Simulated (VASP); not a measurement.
Crystal: BaTe.

```xyz
4
Lattice="0.0915 3.4945 3.4788 3.6473 3.6493 -0.0633 -3.3459 7.0604 -3.6418" Properties=species:S:1:pos:R:3 pbc="T T T"
Ba    0.1095   10.4118   -0.2124
Ba    0.0099    3.4906    0.0379
Te    0.2424    0.2414   -0.2780
Te    0.2276    7.1623    0.1131
```

- Program: VASP 6.6.1
- Task: relaxation of cell and atoms
- Functional: PBE
- Potentials or basis: VASP PAW PBE potentials, release 64 (Ba_sv, Te)
- Cutoff: 600 eV
- k mesh: 4 × 4 × 4
- Occupations: gaussian, width 0.1 eV
- Spin: no spin polarisation

At the start: pressure 2.0 GPa; volume 44.51 Å³/atom.

Question: How do energy, volume and symmetry change on relaxing?

Answer: Over 14 steps the energy falls by 164.5 meV/atom and the volume is 44.55 Å³/atom (+0.1 %); space group P1 (No. 1, to 0.1 Å) before, Fm-3m (No. 225, to 0.1 Å).

Step by step:
```
step  energy change (eV)  largest force (eV/Å)  pressure (GPa)  volume (Å³)
   1              0.0000                1.5683            1.98       178.04
   2             -0.2651                0.8731           -0.84       192.51
   3             -0.2739                0.7611           -1.31       195.86
   4             -0.4152                0.6660           -0.89       189.26
   5             -0.5467                0.4171            0.83       174.47
   6             -0.6051                0.3253            0.23       177.12
   7             -0.6102                0.3033            0.04       178.20
   8             -0.6401                0.1862           -0.05       178.74
   9             -0.6536                0.0921           -0.15       179.31
  10             -0.6555                0.0682            0.19       177.12
  11             -0.6556                0.0735            0.12       177.59
  12             -0.6574                0.0339            0.02       178.11
  13             -0.6577                0.0234           -0.02       178.42
  14             -0.6580                0.0158            0.01       178.20
```

Final structure:
```cif
data_structure
_symmetry_space_group_name_H-M 'P 1'
_symmetry_Int_Tables_number 1
_cell_length_a 5.0134
_cell_length_b 5.0129
_cell_length_c 8.6727
_cell_angle_alpha 73.265
_cell_angle_beta 73.239
_cell_angle_gamma 60.116
_cell_volume 178.20
loop_
_atom_site_label
_atom_site_type_symbol
_atom_site_fract_x
_atom_site_fract_y
_atom_site_fract_z
_atom_site_occupancy
Ba1 Ba 0.74976 0.74976 0.74986 1
Ba2 Ba 0.25127 0.24934 0.25003 1
Te1 Te 0.99938 0.00034 0.00016 1
Te2 Te 0.49958 0.50056 0.49996 1
```
